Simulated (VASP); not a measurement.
Set up this calculation in VASP 6.6.1, as the native input.

```
Task                   : relaxation of cell and atoms
Functional             : PBE
Potentials or basis    : VASP PAW PBE potentials, release 64 (Si, B, C)
Cutoff                 : 600 eV
k mesh                 : 6 × 6 × 4
Occupations            : gaussian, width 0.1 eV
Spin                   : no spin polarisation
Dipole correction      : no
Further INCAR settings : ALGO = Normal; EDIFF = 1e-06; IBRION = 2; EDIFFG = -0.04; NSW = 90; ISIF = 3
```

The structure of Si2B2C lies in POSCAR:

```
Si2B2C
1.0
    3.9976192800      0.0000000000      0.0000000000
   -1.9988096400      3.4620398500      0.0000000000
    0.0000000000      0.0000000000      4.1034373400
Si B C
2 2 1
Direct
    0.3333333300      0.6666666700      0.8368567900
    0.6666666700      0.3333333300      0.1631432100
    0.3333333300      0.6666666700      0.3425976500
    0.6666666700      0.3333333300      0.6574023500
    0.0000000000      0.0000000000      0.0000000000
```

These files were run (other wordings do the same):

INCAR

```
SYSTEM = Si2B2C
PREC = Accurate ; ENCUT = 600
EDIFF = 1E-6 ; ISMEAR = 0
SIGMA = 0.1 ; LREAL = .FALSE.
LASPH = .TRUE. ; NELM = 80
ALGO = Normal ; ISIF = 3
LWAVE = .FALSE. ; LCHARG = .FALSE.
GGA = PE ; IBRION = 2
NSW = 90 ; EDIFFG = -0.04
```

KPOINTS

```
regular mesh
0
G
  6 6 4
  0 0 0
```

Potentials or basis: VASP PAW PBE potentials, release 64 (Si, B, C).

The run is started by

```bash
$ cat potpaw_PBE.64/Si/POTCAR potpaw_PBE.64/B/POTCAR potpaw_PBE.64/C/POTCAR > POTCAR
$ mpirun -np 1 vasp_std > vasp.out
```

Results of the run:

The relaxed volume is 8.80 Å³/atom and the relaxed cell is a = 2.978 Å, b = 2.978 Å, c = 5.732 Å, α = 90.00°, β = 90.00°, γ = 120.00°. The space group after relaxing (to 0.05 Å) is P-3m1 (No. 164) and the energy gained by relaxing is 1209.5 meV/atom. The ionic steps are 53. The pressure after relaxing is -0.3 GPa, the largest force after relaxing is 0.029 eV/Å and the band gap on the k mesh is zero (band 9 reaches 14.10 eV, above the bottom of band 10 at 9.35 eV).

Caveat: the k points lie up to 0.41 Å⁻¹ apart in the final cell; the volume moved by over 15 % at a fixed basis, so the end points are rough.

Run time: 6.9 min on 1 thread of Intel(R) Xeon(R) Platinum 8488C (Sapphire Rapids), with other jobs on the host, peak memory 0.2 GiB.
